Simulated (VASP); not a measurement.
Crystal: WS2.

```
W S
1.0
     3.19138    0.00000    0.00000
    -1.59569    2.76381    0.00000
     0.00000    0.00000   12.41103
W S
2 4
Direct
  0.33333 0.66667 0.25000
  0.66667 0.33333 0.75000
  0.33333 0.66667 0.62300
  0.66667 0.33333 0.12300
  0.33333 0.66667 0.87700
  0.66667 0.33333 0.37700
```

| Item | Value |
| --- | --- |
| Program | VASP 6.6.1 |
| Task | relaxation of cell and atoms |
| Functional | PBE |
| Dispersion | D3(BJ) |
| Potentials or basis | VASP PAW PBE potentials, release 64 (W_sv, S) |
| Cutoff | 600 eV |
| k mesh | 12 × 12 × 4 |
| Occupations | gaussian, width 0.02 eV |
| Spin | no spin polarisation |

At the start: pressure -3.9 GPa; volume 18.24 Å³/atom.

Where does the relaxation end?

Over 22 steps the energy falls by 7.4 meV/atom and the volume is 17.43 Å³/atom (-4.5 %); space group P6_3/mmc (No. 194, to 0.05 Å).

Step by step:
| step | energy change (eV) | largest force (eV/Å) | pressure (GPa) | volume (Å³) |
| --- | --- | --- | --- | --- |
| 1 | 0.0000 | 0.2284 | -3.92 | 109.47 |
| 2 | 0.0993 | 1.1482 | 8.58 | 102.54 |
| 3 | -0.0320 | 0.1963 | -0.18 | 107.11 |
| 4 | -0.0375 | 0.0504 | -0.15 | 106.52 |
| 5 | -0.0375 | 0.0478 | -0.16 | 106.51 |
| 6 | -0.0389 | 0.0629 | 0.04 | 106.19 |
| 7 | -0.0413 | 0.1040 | 0.58 | 105.31 |
| 8 | -0.0387 | 0.1858 | 1.75 | 103.56 |
| 9 | -0.0415 | 0.1274 | 0.88 | 104.87 |
| 10 | -0.0419 | 0.1184 | 0.83 | 104.84 |
| 11 | -0.0429 | 0.0914 | 0.67 | 104.75 |
| 12 | -0.0441 | 0.0371 | 0.36 | 104.57 |
| 13 | -0.0436 | 0.0696 | -0.26 | 104.21 |
| 14 | -0.0443 | 0.0007 | 0.13 | 104.44 |
| 15 | -0.0443 | 0.0033 | 0.10 | 104.43 |
| 16 | -0.0443 | 0.0134 | 0.06 | 104.40 |
| 17 | -0.0443 | 0.0059 | 0.10 | 104.42 |
| 18 | -0.0444 | 0.0054 | 0.09 | 104.45 |
| 19 | -0.0444 | 0.0042 | 0.04 | 104.53 |
| 20 | -0.0444 | 0.0019 | -0.07 | 104.69 |
| 21 | -0.0444 | 0.0031 | -0.05 | 104.61 |
| 22 | -0.0444 | 0.0036 | -0.01 | 104.57 |

Final structure:
```xyz
6
Lattice="3.1539 0.0000 0.0000 -1.5770 2.7314 0.0000 0.0000 0.0000 12.1385" Properties=species:S:1:pos:R:3 pbc="T T T"
W     0.0000    1.8209    3.0346
W     1.5770    0.9105    9.1039
S     0.0000    1.8209    7.5289
S     1.5770    0.9105    1.4597
S     0.0000    1.8209   10.6789
S     1.5770    0.9105    4.6096
```
